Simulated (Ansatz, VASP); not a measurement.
**WS2 in VASP and in Ansatz**

```
CELL_PARAMETERS angstrom
3.18110 0.00000 0.00000
-1.59055 2.75491 0.00000
0.00000 0.00000 16.10320
ATOMIC_POSITIONS crystal
W 0.33333 0.66667 0.00000
S 0.66667 0.33333 0.90802
S 0.66667 0.33333 0.09198
```

Change from the starting cell: strain +0.000 along x and y, -0.050 along z, atoms carried along.

Alike in both runs: task single point; functional r2SCAN; k mesh 12 × 12 × 2; occupations gaussian, width 0.05 eV; no spin polarisation.

```csv
,VASP,Ansatz
version,VASP 6.6.1,Ansatz 0.2.0
potentials or method,"VASP PAW PBE potentials, release 64 (W_sv, S), cutoff 520 eV","scalar-relativistic, plane waves, PAW"
valence electrons in the cell,26,26
```

Ansatz gave:

```
gap on the k mesh at the Fermi level (eV) : 1.27
least direct gap on the mesh (eV)         : 1.72
rms of the force components (eV/Å)        : 0.850
```

What did VASP give for the same quantities?

gap on the k mesh at the Fermi level (eV): 1.29; least direct gap on the mesh (eV): 1.72; rms of the force components (eV/Å): 0.860.

VASP's potentials were made for PBE, not for r2SCAN. Atom by atom the forces differ by 0.010 eV/Å (rms over components).

Spin-orbit coupling is off throughout.
